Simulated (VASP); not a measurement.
Wanted: the native input for a VASP 6.6.1 run.

| Item | Value |
| --- | --- |
| Task | single point |
| Functional | PBE |
| Dispersion | D3(BJ) |
| Potentials or basis | VASP PAW PBE potentials, release 64 (Sn_d, Se) |
| Cutoff | 520 eV |
| k mesh | 8 × 8 × 3 |
| Occupations | gaussian, width 0.05 eV |
| Spin | no spin polarisation |
| Dipole correction | no |
| Further INCAR settings | ALGO = Normal; EDIFF = 1e-06; NBANDS = 35 |

The structure of SnSe2 lies in POSCAR:

```
SnSe2
1.0
   -3.8109987816      0.0000000000      0.0000000000
   -1.9054993908     -3.3004217586      0.0000000000
    0.0000000000      0.0000000000     12.1240000000
Sn Se
2 4
Direct
    0.0000000000      0.0000000000      0.7592791158
    0.0000000000      0.0000000000      0.2530930386
    0.3333333333      0.3333333333      0.8858256351
    0.3333333333      0.3333333333      0.3796395579
    0.6666666667      0.6666666667      0.1265465193
    0.6666666667      0.6666666667      0.6327325965
```

This cell differs from its parent crystal: the distance across one plane changed.

One way to write it, as run:

INCAR

```
SYSTEM = SnSe2
PREC = Accurate ; ENCUT = 520
EDIFF = 1E-6 ; ISMEAR = 0
SIGMA = 0.05 ; LREAL = .False.
LASPH = .True. ; NELM = 60
ALGO = Normal ; ISIF = 2
LWAVE = .False. ; LCHARG = .False.
GGA = PE ; IVDW = 12
NBANDS = 35
```

KPOINTS

```
regular mesh
0
Gamma
  8 8 3
  0 0 0
```

Potentials or basis: VASP PAW PBE potentials, release 64 (Sn_d, Se).

Command:

```console
$ cat potpaw_PBE.64/Sn_d/POTCAR potpaw_PBE.64/Se/POTCAR > POTCAR
$ mpirun -np 1 vasp_std > vasp.out
```

It gave:

```json
{
  "Pressure": "3.2 GPa",
  "Largest force": "0.742 eV/Å",
  "Band gap on the k mesh": "0.68 eV",
  "Dispersion energy per atom": "-0.366 eV"
}
```

Caveat: the cell differs from its parent crystal (the distance across one plane changed); the cell stands under pressure; semilocal functionals underestimate gaps, and a narrow one can read as zero; spin-orbit coupling is left out, which moves the levels of the heavy elements.

Run time: 3.3 min on 1 thread of Intel Xeon 8259CL, on a shared host, peak memory 0.31 GiB.
